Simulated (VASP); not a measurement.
Write the native input for VASP 6.6.1 that does the following.

* Task: single point
* Functional: PBE
* Potentials or basis: VASP PAW PBE potentials, release 64 (Pt)
* Cutoff: 500 eV
* k mesh: 20 × 20 × 20
* Occupations: gaussian, width 0.1 eV
* Spin: no spin polarisation
* Dipole correction: no
* Further INCAR settings: ALGO = Normal; EDIFF = 1e-06; NBANDS = 11

The structure of Pt lies in POSCAR:

```
Pt
1.0
    2.6241996784      0.0000000000      0.0000000000
    0.0000000000      2.6241996784      0.0000000000
    0.0000000000      0.0000000000      2.6241996784
Pt
1
Direct
    0.0000000000      0.0000000000      0.0000000000
```

These files were run (other wordings do the same):

INCAR

```
PREC = Accurate
ENCUT = 500
EDIFF = 1E-6
ISMEAR = 0
SIGMA = 0.1
LREAL = False
LASPH = True
NELM = 120
ALGO = Normal
ISIF = 2
LWAVE = False
LCHARG = False
GGA = PE
NBANDS = 11
GGA_COMPAT = False
```

KPOINTS

```
regular mesh
0
Gamma
  20 20 20
```

Potentials or basis: VASP PAW PBE potentials, release 64 (Pt).

Launch:

```console
$ cat potpaw_PBE.64/Pt/POTCAR > POTCAR
$ mpirun -np 1 vasp_std > vasp.out
```

Results of the run:

```
Pressure               : -0.5 GPa
Band gap on the k mesh : zero (band 5 reaches 10.22 eV, above the bottom of band 6 at 7.08 eV)
```

Caveat: spin-orbit coupling is left out, which moves the levels of the heavy elements.

Wall time 13 s on 1 thread of Intel(R) Xeon(R) 6975P-C (Granite Rapids) (shared host), peak memory 0.16 GiB.
